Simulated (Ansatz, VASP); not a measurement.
One calculation of Fe, two programs

The input INCAR:

```
SYSTEM = Fe
  PREC = Accurate
  ENCUT = 600
  EDIFF = 1E-6
  ISMEAR = -1
  SIGMA = 0.05
  LREAL = .False.
  LASPH = .True.
  NELM = 200
  ALGO = Normal
  ISIF = 2
  LWAVE = .False.
  LCHARG = .False.
  ISPIN = 2
  MAGMOM = 3
  LORBIT = 11
  LMAXMIX = 4
  GGA = PS
  NBANDS = 18
  GGA_COMPAT = .False.
```

Contents of KPOINTS:

```
regular mesh
0
Gamma
  11 11 11
  0 0 0
```

Contents of POSCAR:

```
Fe
1.0
   -1.5007200000      1.5007200000      1.4430000000
    1.5007200000     -1.5007200000      1.4430000000
    1.5007200000      1.5007200000     -1.4430000000
Fe
1
Direct
    0.0000000000      0.0000000000      0.0000000000
```

File input.yaml:

```yaml
crystal:
  lattice:
    - [-1.50072, 1.50072, 1.443]
    - [1.50072, -1.50072, 1.443]
    - [1.50072, 1.50072, -1.443]
  atoms:
    - { symbol: Fe, position: [0.0, 0.0, 0.0], spin: 3.0 }
hamiltonian:
  xc: pbesol
  pseudopotentials: { kind: paw }
magnetization:
  spin_polarized: true
kpoints:
  mp_grid: { grid: [11, 11, 11] }
scf:
  occupations: { method: fermi_dirac, width: 0.05 }
output:
  forces: true
  stress: true
  eigenvalues: true
```

Alike in both runs: task single point; functional PBEsol; k mesh 11 × 11 × 11; occupations fermi-dirac, width 0.05 eV; collinear spin.

```csv
,VASP,Ansatz
version,VASP 6.6.1,Ansatz 0.2.0
potentials or method,"VASP PAW PBE potentials, release 64 (Fe_sv)",Ansatz PAW
plane-wave cutoff (eV),600,420
valence electrons in the cell,16,16
```

Ansatz gave:

| Item | Value |
| --- | --- |
| gap on the k mesh at the Fermi level (eV) | none |
| pressure (GPa) | -21.9 |
| traceless stress, the component that is largest in VASP (GPa) | 1.00 |
| net moment per atom (μB) | 2.58 |
| size of the moment on the site where the two differ most (μB) | 2.64 |

Task: What did VASP give for the same quantities?

Result: gap on the k mesh at the Fermi level (eV): none; pressure (GPa): -24.9; traceless stress, the component that is largest in VASP (GPa): 1.03; net moment per atom (μB): 2.58; size of the moment on the site where the two differ most (μB): 2.57.

VASP's potentials were made for PBE, not for PBEsol. Site moments also hang on the region over which each program counts them. A gap of «none» marks a metal or a gap that the smearing closes. The functional is the same, so the differences come from potentials, cutoffs and numerics.
